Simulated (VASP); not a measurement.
# Bi (Im-3m) in VASP: further runs

The runs below take Bi through single point, relaxation of cell and atoms, with PBEsol+D3(BJ).

All numbers are computed with VASP 6.6.1; they aren't measurements. Logs are shortened: lines on timing, memory, paths and dates and some standing lists are left out, and cuts for length are marked.

## (1) The cell of the first run

It takes space group Im-3m (No. 229, cubic). Conventional cell: a = 3.709 Å, b = 3.709 Å, c = 3.709 Å, α = 90.00°, β = 90.00°, γ = 90.00°. Bi (site symmetry m-3m) has 14 Bi at 3.21 to 3.71 Å within 4.2 Å.

This isn't the form of Bi at room conditions, which is rhombohedral.

## (2) Single point, PBEsol+D3(BJ)

The input, INCAR:

```
PREC     = Accurate       # precision mode
ENCUT    = 520            # plane-wave cutoff, eV
EDIFF    = 1E-6           # SCF threshold, eV
ISMEAR   = 0              # smearing method
SIGMA    = 0.1            # smearing width, eV
LREAL    = F              # projectors in reciprocal space
LASPH    = T              # aspherical terms in the spheres
NELM     = 100            # most SCF steps
ALGO     = Normal         # electronic algorithm
ISIF     = 2              # what is computed and relaxed
LWAVE    = F              # write WAVECAR
LCHARG   = F              # write CHGCAR
GGA      = PS             # functional
IVDW     = 12             # dispersion correction
NBANDS   = 14             # bands
```

The input, KPOINTS:

```
regular mesh
0
Gamma
  16 16 16
```

The input, POSCAR:

```
Bi
1.0
   -1.8545188196      1.8545188196      1.8545188196
    1.8545188196     -1.8545188196      1.8545188196
    1.8545188196      1.8545188196     -1.8545188196
Bi
1
Direct
    0.0000000000      0.0000000000      0.0000000000
```

Potentials or basis: VASP PAW PBE potentials, release 64 (Bi_d).

On the command line:

```
$ cat potpaw_PBE.64/Bi_d/POTCAR > POTCAR
$ mpirun -np 1 vasp_std > vasp.out
```

OUTCAR:

```text
PREC = Accurate
   ENCUT = 520
   EDIFF = 1E-6
   ISMEAR = 0
   LREAL = F
   LASPH = T
   NELM = 100
   ISIF = 2
   GGA = PS
   IVDW = 12
 IVDW          = 12

 ion  position               nearest neighbor table
   1  0.000  0.000  0.000-

  LATTYP: Found a body centered cubic cell.
 ALAT       =     3.7090376392

  Lattice vectors:

 A1 = (  -1.8545188196,   1.8545188196,   1.8545188196)
 A2 = (   1.8545188196,  -1.8545188196,   1.8545188196)
 A3 = (   1.8545188196,   1.8545188196,  -1.8545188196)

Analysis of symmetry for initial positions (statically):
=====================================================================
 Subroutine PRICEL returns:
 Original cell was already a primitive cell.

 Routine SETGRP: Setting up the symmetry group for a
 body centered cubic supercell.

 Subroutine GETGRP returns: Found 48 space group operations
 (whereof 48 operations were pure point group operations)
 out of a pool of 48 trial point group operations.

The static configuration has the point symmetry O_h .

Analysis of symmetry for dynamics (positions and initial velocities):
=====================================================================
 Subroutine PRICEL returns:
 Original cell was already a primitive cell.

 Routine SETGRP: Setting up the symmetry group for a
 body centered cubic supercell.

 Subroutine GETGRP returns: Found 48 space group operations
 (whereof 48 operations were pure point group operations)
 out of a pool of 48 trial point group operations.

The dynamic configuration has the point symmetry O_h .

 Subroutine INISYM returns: Found 48 space group operations
 (whereof 48 operations are pure point group operations),
 and found     1 'primitive' translations

----------------------------------------------------------------------------------------

                                     Primitive cell

  volume of cell :      25.5125

  direct lattice vectors                    reciprocal lattice vectors
    -1.854518820  1.854518820  1.854518820     0.000000000  0.269611715  0.269611715
     1.854518820 -1.854518820  1.854518820     0.269611715  0.000000000  0.269611715
     1.854518820  1.854518820 -1.854518820     0.269611715  0.269611715  0.000000000

  length of vectors
     3.212120819  3.212120819  3.212120819     0.381288544  0.381288544  0.381288544

  position of ions in fractional coordinates (direct lattice)
     0.000000000  0.000000000  0.000000000

  ion indices of the primitive-cell ions
   primitive index   ion index
                 1           1

----------------------------------------------------------------------------------------
[... 83 lines left out ...]
   EMIN   =  10.00;   EMAX   =-10.00  energy-range for DOS
   EFERMI =   0.00;   METHOD = LEGACY
   ISMEAR =     0;   SIGMA  =   0.10  broadening in eV -4-tet -1-fermi 0-gaus
   EFERMI_NEDOS =   21; number of points for ismear=-14 and -15
   IALGO  =     38    algorithm
   IMIX   =      4    mixing-type and parameters
     AMIX     =   0.40;   BMIX     =  1.00
     AMIX_MAG =   1.60;   BMIX_MAG =  1.00
  volume/ion in A,a.u.               =      25.51       172.17
  Fermi-wavevector in a.u.,A,eV,Ry     =   1.371473  2.591709 25.591727  1.880939
  Thomas-Fermi vector in A             =   2.497167
   LORBIT       =      0    0 simple, 1 ext, 2 COOP (PROOUT), +10 PAW based schemes
   GGA     = PS    functional components
   LHFCALC =     F    Hartree Fock is set to
   AEXX    =    0.0000 exact exchange contribution
   IVDW    =    12    specifies the selected vdW correction
   LEPSILON=     F    determine dielectric tensor
   LRPA    =     F    only Hartree local field effects (RPA)
 non-spin polarized calculation
 Gauss-broadening in eV      SIGMA  =   0.10
  energy-cutoff  :      520.00
  volume of cell :       25.51
 maximum number of plane-waves:       703
   NGX = 11   NGY = 11   NGZ = 11

 number of electron      14.9999994 magnetization

 Free energy of the ion-electron system (eV)
  ---------------------------------------------------
  ext. energy  EPLUGINS =         0.00000000
  ---------------------------------------------------
  free energy    TOTEN  =        -4.05017209 eV

  energy without entropy =       -4.04737886  energy(sigma->0) =       -4.04877548

 E-fermi :  10.4140     XC(G=0): -11.4222

 val. band max:       10.4012419175   @ k =  -0.2500   0.3750   0.1250
 cond. band min:      10.4180682114   @ k =   0.3125   0.1250   0.0625
 fundamental gap:      0.0168262939
 Fermi energy:        10.4140095031

 k-point     1 :       0.0000    0.0000    0.0000
  band No.  band energies     occupation
      1     -12.7085      2.00000
      2     -12.7085      2.00000
      3     -12.7085      2.00000
      4     -12.4633      2.00000
      5     -12.4633      2.00000
      6      -4.6472      2.00000
      7      17.1832      0.00000
      8      17.1832      0.00000
      9      17.1832      0.00000
     10      20.9148      0.00000
     11      20.9148      0.00000
     12      20.9148      0.00000
     13      22.4786      0.00000
     14      23.5748      0.00000
[... 377 lines left out ...]
      1     -12.7410      2.00000
      2     -12.6448      2.00000
      3     -12.5019      2.00000
      4     -12.4878      2.00000
      5     -12.4024      2.00000
      6      -1.4846      2.00000
      7       7.0812      2.00000
      8      10.1844      1.99883
      9      13.8982      0.00000
     10      19.4243      0.00000
     11      20.6422      0.00000
     12      23.2198      0.00000
     13      25.6269      0.00000
     14      25.8317      0.00000

 [... further k-points ...]

------------------------ aborting loop because EDIFF is reached ----------------------------------------

 Edisp (eV)   -0.64464

 E8    (eV) :    -0.4618

  FORCE on cell =-STRESS in cart. coord.  units (eV):
  Direction    XX          YY          ZZ          XY          YZ          ZX
  --------------------------------------------------------------------------------------
  -------------------------------------------------------------------------------------
  Total       1.59486     1.59486     1.59486    -0.00000    -0.00000     0.00000
  in kB     100.15629   100.15629   100.15629    -0.00000    -0.00000     0.00000
  external pressure =      100.16 kB  Pullay stress =        0.00 kB

 VOLUME and BASIS-vectors are now :
 -----------------------------------------------------------------------------
  energy-cutoff  :      520.00
  volume of cell :       25.51
      direct lattice vectors                 reciprocal lattice vectors
    -1.854518820  1.854518820  1.854518820     0.000000000  0.269611715  0.269611715
     1.854518820 -1.854518820  1.854518820     0.269611715  0.000000000  0.269611715
     1.854518820  1.854518820 -1.854518820     0.269611715  0.269611715  0.000000000

 POSITION                                       TOTAL-FORCE (eV/Angst)
 -----------------------------------------------------------------------------------
      0.00000      0.00000      0.00000         0.000000      0.000000      0.000000
 -----------------------------------------------------------------------------------
    total drift:                               -0.000000      0.000000      0.000000

  FREE ENERGIE OF THE ION-ELECTRON SYSTEM (eV)
  ---------------------------------------------------
  free  energy   TOTEN  =        -4.6948116133 eV

  energy  without entropy=       -4.6920183811  energy(sigma->0) =       -4.69341500
```

stdout:

```text
POSCAR found type information on POSCAR Bi
 POSCAR found :  1 types and       1 ions
 scaLAPACK will be used
 -----------------------------------------------------------------------------
|                                                                             |
|                                                                             |
|     You enforced a specific xc type in the INCAR file but a different       |
|     I HOPE YOU KNOW WHAT YOU ARE DOING!                                     |
|                                                                             |
 -----------------------------------------------------------------------------

 LDA part: xc-table for (Slater+PW92), standard interpolation
 POSCAR, INCAR and KPOINTS ok, starting setup
 FFT: planning ... GRIDC
 FFT: planning ... GRID_SOFT
 FFT: planning ... GRID
 WAVECAR not read
 entering main loop
```

It took 10 s on 1 thread of Intel Xeon 6975P-C (Granite Rapids), shared host; peak memory 0.17 GiB.

Results:

| Item | Value |
| --- | --- |
| Free energy | -4.6948 eV |
| Pressure | 10.0 GPa |
| Band gap on the k mesh | zero (an odd number of electrons rules out a gap without spin polarisation) |
| Dispersion energy per atom | -0.645 eV |

Caveat: the cell stands under pressure; the PAW data sets were made with another functional, which shifts forces and pressure a little; spin-orbit coupling is left out, which moves the levels of the heavy elements.

## (3) Relaxation of cell and atoms, PBEsol+D3(BJ), target pressure 10.1 GPa, at which the enthalpy is minimised

The input, INCAR:

```
PREC = Accurate
ENCUT = 600
EDIFF = 1E-6
ISMEAR = 0
SIGMA = 0.1
LREAL = False
LASPH = True
NELM = 100
ALGO = Fast
ISIF = 3
LWAVE = False
LCHARG = False
GGA = PS
IVDW = 12
IBRION = 2
NSW = 100
EDIFFG = -0.002
PSTRESS = 101.0
```

KPOINTS is that of step 2.

POSCAR is that of step 2.

Potentials or basis: VASP PAW PBE potentials, release 64 (Bi_d).

On the command line:

```
$ cat potpaw_PBE.64/Bi_d/POTCAR > POTCAR
$ mpirun -np 1 vasp_std > vasp.out
```

Wall time 51 s (1 thread of Intel Xeon 6975P-C (Granite Rapids), shared host); peak memory 0.21 GiB.

It converged, with:

```
Free energy                                                : -4.6951 eV
Energy change on relaxing (the run minimises the enthalpy) : -0.0 meV/atom
Ionic steps                                                : 9
Pressure after relaxing                                    : 10.1 GPa
Band gap on the k mesh                                     : zero (an odd number of electrons rules out a gap without spin polarisation)
Dispersion energy per atom                                 : -0.645 eV
```

Final structure:
```cif
data_structure
_symmetry_space_group_name_H-M 'P 1'
_symmetry_Int_Tables_number 1
_cell_length_a 3.2121
_cell_length_b 3.2121
_cell_length_c 3.2121
_cell_angle_alpha 109.471
_cell_angle_beta 109.471
_cell_angle_gamma 109.471
_cell_volume 25.51
loop_
_atom_site_label
_atom_site_type_symbol
_atom_site_fract_x
_atom_site_fract_y
_atom_site_fract_z
_atom_site_occupancy
Bi1 Bi 0.00000 0.00000 0.00000 1
```

Levels at points of the mesh, in eV from the Fermi level:
| k point | band 5 | band 6 | band 7 | band 8 | band 9 | band 10 |
| --- | --- | --- | --- | --- | --- | --- |
| (0.00, 0.00, 0.00) | -22.88 | -15.06 | 6.77 | 6.77 | 6.77 | 10.50 |
| (0.50, 0.00, 0.00) | -22.72 | -10.74 | -6.31 | 2.03 | 4.00 | 6.84 |
| (0.50, 0.50, 0.50) | -22.76 | -7.59 | -2.25 | -2.25 | -2.25 | 3.40 |

Caveat: the cell is relaxed towards a set pressure, so the run minimises the enthalpy, not the energy; the PAW data sets were made with another functional, which shifts forces and pressure a little; spin-orbit coupling is left out, which moves the levels of the heavy elements.
